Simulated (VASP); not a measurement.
# Mo (Im-3m) in VASP: notebook

The runs below take Mo through single point, with PBE.

All numbers are computed with VASP 6.6.1; they aren't measurements. Logs are shortened: lines on timing, memory, paths and dates and some standing lists are left out, and cuts for length are marked.

## Step 1: The cell of the first run

Symmetry: Im-3m, No. 229, cubic system. The conventional cell has a = 3.048 Å, b = 3.048 Å, c = 3.048 Å, α = 90.00°, β = 90.00°, γ = 90.00°. Within 3.5 Å of Mo (site symmetry m-3m) lie 14 Mo at 2.64 to 3.05 Å.

## Step 2: Single point, PBE (strain -0.030 along x and y, -0.030 along z)

The input, INCAR:

```
SYSTEM = Mo
ALGO     = Normal         ! electronic algorithm
EDIFF    = 1E-7           ! SCF threshold, eV
ENCUT    = 520            ! plane-wave cutoff, eV
GGA      = PE             ! functional
ISIF     = 2              ! what is computed and relaxed
ISMEAR   = 0              ! smearing method
LASPH    = .True.         ! aspherical terms in the spheres
LCHARG   = .False.        ! write CHGCAR
LREAL    = .False.        ! projectors in reciprocal space
LWAVE    = .False.        ! write WAVECAR
NBANDS   = 13             ! bands
NELM     = 60             ! most SCF steps
PREC     = Accurate       ! precision mode
SIGMA    = 0.15           ! smearing width, eV
```

The input, KPOINTS:

```
k-points
0
Gamma
  22 22 22
  0 0 0
```

The input, POSCAR:

```
Mo
1.0
   -1.5238700000      1.5238700000      1.5238700000
    1.5238700000     -1.5238700000      1.5238700000
    1.5238700000      1.5238700000     -1.5238700000
Mo
1
Direct
    0.0000000000      0.0000000000      0.0000000000
```

Potentials or basis: VASP PAW PBE potentials, release 64 (Mo_sv).

Run with:

```bash
$ cat potpaw_PBE.64/Mo_sv/POTCAR > POTCAR
$ mpirun -np 1 vasp_std > vasp.out
```

OUTCAR:

```text
SYSTEM = Mo
   EDIFF = 1E-7
   ENCUT = 520
   GGA = PE
   ISIF = 2
   ISMEAR = 0
   LASPH = .True.
   LREAL = .False.
   NELM = 60
   PREC = Accurate

 ion  position               nearest neighbor table
   1  0.000  0.000  0.000-

  LATTYP: Found a body centered cubic cell.
 ALAT       =     3.0477400000

  Lattice vectors:

 A1 = (  -1.5238700000,   1.5238700000,   1.5238700000)
 A2 = (   1.5238700000,  -1.5238700000,   1.5238700000)
 A3 = (   1.5238700000,   1.5238700000,  -1.5238700000)

Analysis of symmetry for initial positions (statically):
=====================================================================
 Subroutine PRICEL returns:
 Original cell was already a primitive cell.

 Routine SETGRP: Setting up the symmetry group for a
 body centered cubic supercell.

 Subroutine GETGRP returns: Found 48 space group operations
 (whereof 48 operations were pure point group operations)
 out of a pool of 48 trial point group operations.

The static configuration has the point symmetry O_h .

Analysis of symmetry for dynamics (positions and initial velocities):
=====================================================================
 Subroutine PRICEL returns:
 Original cell was already a primitive cell.

 Routine SETGRP: Setting up the symmetry group for a
 body centered cubic supercell.

 Subroutine GETGRP returns: Found 48 space group operations
 (whereof 48 operations were pure point group operations)
 out of a pool of 48 trial point group operations.

The dynamic configuration has the point symmetry O_h .

 Subroutine INISYM returns: Found 48 space group operations
 (whereof 48 operations are pure point group operations),
 and found     1 'primitive' translations

----------------------------------------------------------------------------------------

                                     Primitive cell

  volume of cell :      14.1548

  direct lattice vectors                    reciprocal lattice vectors
    -1.523870000  1.523870000  1.523870000     0.000000000  0.328111978  0.328111978
     1.523870000 -1.523870000  1.523870000     0.328111978  0.000000000  0.328111978
     1.523870000  1.523870000 -1.523870000     0.328111978  0.328111978  0.000000000

  length of vectors
     2.639420264  2.639420264  2.639420264     0.464020409  0.464020409  0.464020409

  position of ions in fractional coordinates (direct lattice)
     0.000000000  0.000000000  0.000000000

  ion indices of the primitive-cell ions
[... 81 lines left out ...]
   ISYM   =      2    0-nonsym 1-usesym 2-fastsym
   POTIM  = 0.5000    time-step for ionic-motion
   TEBEG  =    0.0;   TEEND  =   0.0 temperature during run
   PSTRESS=    0.0 pullay stress
   NELECT =      14.0000    total number of electrons
   NUPDOWN=      -1.0000    fix difference up-down
   EMIN   =  10.00;   EMAX   =-10.00  energy-range for DOS
   EFERMI =   0.00;   METHOD = LEGACY
   ISMEAR =     0;   SIGMA  =   0.15  broadening in eV -4-tet -1-fermi 0-gaus
   EFERMI_NEDOS =   21; number of points for ismear=-14 and -15
   IALGO  =     38    algorithm
   IMIX   =      4    mixing-type and parameters
     AMIX     =   0.40;   BMIX     =  1.00
     AMIX_MAG =   1.60;   BMIX_MAG =  1.00
  volume/ion in A,a.u.               =      14.15        95.52
  Fermi-wavevector in a.u.,A,eV,Ry     =   1.631109  3.082349 36.198516  2.660516
  Thomas-Fermi vector in A             =   2.723299
   LORBIT       =      0    0 simple, 1 ext, 2 COOP (PROOUT), +10 PAW based schemes
   GGA     = PE    functional components
   LHFCALC =     F    Hartree Fock is set to
   AEXX    =    0.0000 exact exchange contribution
   IVDW    =     0    specifies the selected vdW correction
   LEPSILON=     F    determine dielectric tensor
   LRPA    =     F    only Hartree local field effects (RPA)
 non-spin polarized calculation
 Gauss-broadening in eV      SIGMA  =   0.15
  energy-cutoff  :      520.00
  volume of cell :       14.15
 maximum number of plane-waves:       394
   NGX =  9   NGY =  9   NGZ =  9

 number of electron      14.0000002 magnetization

 Free energy of the ion-electron system (eV)
  ---------------------------------------------------
  ext. energy  EPLUGINS =         0.00000000
  ---------------------------------------------------
  free energy    TOTEN  =       -10.76592421 eV

  energy without entropy =      -10.75960253  energy(sigma->0) =      -10.76276337

 E-fermi :  14.2691     XC(G=0): -13.9584

 val. band max:       14.2596500475   @ k =   0.4091   0.1364  -0.0000
 cond. band min:      14.2837652443   @ k =  -0.3182   0.3182   0.2727
 fundamental gap:      0.0241151968
 Fermi energy:        14.2690844697

 k-point     1 :       0.0000    0.0000    0.0000
  band No.  band energies     occupation
      1     -47.0568      2.00000
      2     -20.0526      2.00000
      3     -20.0526      2.00000
      4     -20.0526      2.00000
      5       6.7292      2.00000
      6      12.6897      2.00000
      7      12.6897      2.00000
      8      12.6897      2.00000
      9      16.1006      0.00000
     10      16.1006      0.00000
     11      29.2171      0.00000
     12      29.2171      0.00000
     13      29.2171      0.00000
[... 354 lines left out ...]
  band No.  band energies     occupation
      1     -46.9259      2.00000
      2     -20.7258      2.00000
      3     -20.2280      2.00000
      4     -20.1069      2.00000
      5       8.3733      2.00000
      6      11.8978      2.00000
      7      12.1293      2.00000
      8      14.6367      0.00053
      9      15.1710      0.00000
     10      16.3581      0.00000
     11      30.4014      0.00000
     12      31.4165      0.00000
     13      32.0132      0.00000

 [... further k-points ...]

------------------------ aborting loop because EDIFF is reached ----------------------------------------

  FORCE on cell =-STRESS in cart. coord.  units (eV):
  Direction    XX          YY          ZZ          XY          YZ          ZX
  --------------------------------------------------------------------------------------
  -------------------------------------------------------------------------------------
  Total        3.2035194      3.2035194      3.2035194     -0.0000000      0.0000000      0.0000000
  in kB      362.6053325    362.6053325    362.6053325     -0.0000000      0.0000000      0.0000000
  external PRESSURE =     362.6053325 kB  Pullay stress =       0.0000000 kB

 VOLUME and BASIS-vectors are now :
 -----------------------------------------------------------------------------
  energy-cutoff  :      520.00
  volume of cell :       14.15
      direct lattice vectors                 reciprocal lattice vectors
    -1.523870000  1.523870000  1.523870000     0.000000000  0.328111978  0.328111978
     1.523870000 -1.523870000  1.523870000     0.328111978  0.000000000  0.328111978
     1.523870000  1.523870000 -1.523870000     0.328111978  0.328111978  0.000000000

 POSITION                                       TOTAL-FORCE (eV/Angst)
 -----------------------------------------------------------------------------------
      0.00000      0.00000      0.00000         0.000000     -0.000000      0.000000
 -----------------------------------------------------------------------------------
    total drift:                                0.000000     -0.000000      0.000000

  FREE ENERGIE OF THE ION-ELECTRON SYSTEM (eV)
  ---------------------------------------------------
  free  energy   TOTEN  =       -10.7659242072 eV

  energy  without entropy=      -10.7596025301  energy(sigma->0) =      -10.76276337
```

stdout:

```text
POSCAR found type information on POSCAR Mo
 POSCAR found :  1 types and       1 ions
 scaLAPACK will be used
 LDA part: xc-table for (Slater+PW92), standard interpolation
 POSCAR, INCAR and KPOINTS ok, starting setup
 FFT: planning ... GRIDC
 FFT: planning ... GRID_SOFT
 FFT: planning ... GRID
 WAVECAR not read
 entering main loop
```

It took 57 s on 1 thread of Intel Xeon 8259CL, shared host; peak memory 0.17 GiB.

Results:

- Free energy: -10.7659 eV
- Pressure: 36.3 GPa
- Band gap on the k mesh: zero (bands 7 and 8 overlap by 6.15 eV)

Caveat: the cell differs from its parent crystal (strain -0.030 along x and y, -0.030 along z); the cell stands under pressure.

## Step 3: Single point, PBE (strain -0.015 along x and y, -0.015 along z)

The input, INCAR:

```
PREC     = Accurate       # precision mode
ENCUT    = 520            # plane-wave cutoff, eV
EDIFF    = 1E-7           # SCF threshold, eV
ISMEAR   = 0              # smearing method
SIGMA    = 0.15           # smearing width, eV
LREAL    = F              # projectors in reciprocal space
LASPH    = T              # aspherical terms in the spheres
NELM     = 80             # most SCF steps
ALGO     = Fast           # electronic algorithm
ISIF     = 2              # what is computed and relaxed
LWAVE    = F              # write WAVECAR
LCHARG   = F              # write CHGCAR
GGA      = PE             # functional
NBANDS   = 13             # bands
```

The input, KPOINTS:

```
Automatic mesh
0
Gamma
  22 22 22
```

The input, POSCAR:

```
Mo
1.0
   -1.5474350000      1.5474350000      1.5474350000
    1.5474350000     -1.5474350000      1.5474350000
    1.5474350000      1.5474350000     -1.5474350000
Mo
1
Direct
    0.0000000000      0.0000000000      0.0000000000
```

Potentials or basis: VASP PAW PBE potentials, release 64 (Mo_sv).

Run with:

```bash
$ cat potpaw_PBE.64/Mo_sv/POTCAR > POTCAR
$ mpirun -np 1 vasp_std > vasp.out
```

OUTCAR:

```text
PREC = Accurate
   ENCUT = 520
   EDIFF = 1E-7
   ISMEAR = 0
   LREAL = F
   LASPH = T
   NELM = 80
   ISIF = 2
   GGA = PE

 ion  position               nearest neighbor table
   1  0.000  0.000  0.000-

  LATTYP: Found a body centered cubic cell.
 ALAT       =     3.0948700000

  Lattice vectors:

 A1 = (  -1.5474350000,   1.5474350000,   1.5474350000)
 A2 = (   1.5474350000,  -1.5474350000,   1.5474350000)
 A3 = (   1.5474350000,   1.5474350000,  -1.5474350000)

Analysis of symmetry for initial positions (statically):
[... 553 lines left out ...]
      5       7.6482      2.00000
      6      11.2601      2.00000
      7      11.4752      2.00000
      8      13.8245      0.00080
      9      14.3683      0.00000
     10      15.4658      0.00000
     11      29.4398      0.00000
     12      30.3197      0.00000
     13      30.9090      0.00000

 [... further k-points ...]
[... 5 lines left out ...]
  --------------------------------------------------------------------------------------
  -------------------------------------------------------------------------------------
  Total        1.7868065      1.7868065      1.7868065      0.0000000      0.0000000      0.0000000
  in kB      193.1482863    193.1482863    193.1482863      0.0000000      0.0000000      0.0000000
  external PRESSURE =     193.1482863 kB  Pullay stress =       0.0000000 kB

 VOLUME and BASIS-vectors are now :
 -----------------------------------------------------------------------------
  energy-cutoff  :      520.00
  volume of cell :       14.82
      direct lattice vectors                 reciprocal lattice vectors
    -1.547435000  1.547435000  1.547435000     0.000000000  0.323115349  0.323115349
     1.547435000 -1.547435000  1.547435000     0.323115349  0.000000000  0.323115349
     1.547435000  1.547435000 -1.547435000     0.323115349  0.323115349  0.000000000

 POSITION                                       TOTAL-FORCE (eV/Angst)
 -----------------------------------------------------------------------------------
      0.00000      0.00000      0.00000        -0.000000     -0.000000      0.000000
 -----------------------------------------------------------------------------------
    total drift:                                0.000000     -0.000000      0.000000

  FREE ENERGIE OF THE ION-ELECTRON SYSTEM (eV)
  ---------------------------------------------------
  free  energy   TOTEN  =       -10.8805666915 eV

  energy  without entropy=      -10.8735506941  energy(sigma->0) =      -10.87705869
```

It took 89 s on 1 thread of Intel Xeon 8259CL, shared host; peak memory 0.17 GiB.

Results:

- Free energy: -10.8806 eV
- Pressure: 19.3 GPa
- Band gap on the k mesh: zero (bands 7 and 8 overlap by 5.76 eV)

Levels at points of the mesh, in eV from the Fermi level:
| k point | band 3 | band 4 | band 5 | band 6 | band 7 | band 8 | band 9 | band 10 | band 11 | band 12 |
| --- | --- | --- | --- | --- | --- | --- | --- | --- | --- | --- |
| (0.00, 0.00, 0.00) | -34.42 | -34.42 | -7.40 | -1.47 | -1.47 | -1.47 | 1.76 | 1.76 | 14.91 | 14.91 |
| (0.50, 0.00, 0.00) | -34.94 | -34.44 | -5.65 | -3.66 | 1.82 | 1.85 | 2.50 | 5.13 | 12.07 | 12.50 |
| (0.50, 0.50, 0.50) | -35.55 | -35.55 | -5.86 | -5.86 | 4.30 | 4.30 | 4.30 | 9.49 | 9.49 | 9.49 |

Caveat: the cell differs from its parent crystal (strain -0.015 along x and y, -0.015 along z); the cell stands under pressure.

The gap in the log of VASP goes by the Fermi energy; the results here count the filled bands.